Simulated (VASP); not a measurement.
Wanted: the native input for a VASP 6.6.1 run.

- Task: single point
- Functional: PBEsol
- Potentials or basis: VASP PAW PBE potentials, release 64 (Ti_sv, C)
- Cutoff: 520 eV
- k mesh: 8 × 8 × 1
- Occupations: gaussian, width 0.1 eV
- Spin: no spin polarisation
- Dipole correction: yes
- Further INCAR settings: ALGO = Normal; EDIFF = 1e-06; NBANDS = 34

The structure of Ti4C lies in POSCAR:

```
Ti4C
1.0
    3.2102321090      0.0000000000      0.0000000000
    0.0000000000      3.2102321090      0.0000000000
    0.0000000000      0.0000000000     20.1069940753
Ti C
4 1
Direct
    0.5000000000      0.5000000000      0.1989357527
    0.0000000000      0.0000000000      0.2787644953
    0.5000000000      0.5000000000      0.3538359372
    0.0000000000      0.0000000000      0.4280597111
    0.2500000000      0.2500000000      0.4914327188
```

One way to write it, as run:

INCAR

```
ALGO     = Normal         # electronic algorithm
DIPOL    = 0.5 0.5 0.350
EDIFF    = 1E-6           # SCF threshold, eV
ENCUT    = 520            # plane-wave cutoff, eV
GGA      = PS             # functional
IDIPOL   = 3            
ISIF     = 2              # what is computed and relaxed
ISMEAR   = 0              # smearing method
LASPH    = T              # aspherical terms in the spheres
LCHARG   = F              # write CHGCAR
LDIPOL   = T            
LREAL    = F              # projectors in reciprocal space
LWAVE    = F              # write WAVECAR
NBANDS   = 34             # bands
NELM     = 80             # most SCF steps
PREC     = Accurate       # precision mode
SIGMA    = 0.1            # smearing width, eV
```

KPOINTS

```
k-points
0
Gamma
  8 8 1
```

Potentials or basis: VASP PAW PBE potentials, release 64 (Ti_sv, C).

Run with:

```bash
$ cat potpaw_PBE.64/Ti_sv/POTCAR potpaw_PBE.64/C/POTCAR > POTCAR
$ mpirun -np 1 vasp_std > vasp.out
```

Results of the run:

```json
{
 "Largest force": "3.948 eV/Å",
 "Band gap on the k mesh": "zero (bands 26 and 27 overlap by 0.57 eV)"
}
```

Caveat: the PAW data sets were made with another functional, which shifts forces and pressure a little.

Wall time 3 min on 1 thread of AMD EPYC 9R45 96-Core Processor (Zen 5) (shared host), peak memory 0.31 GiB.
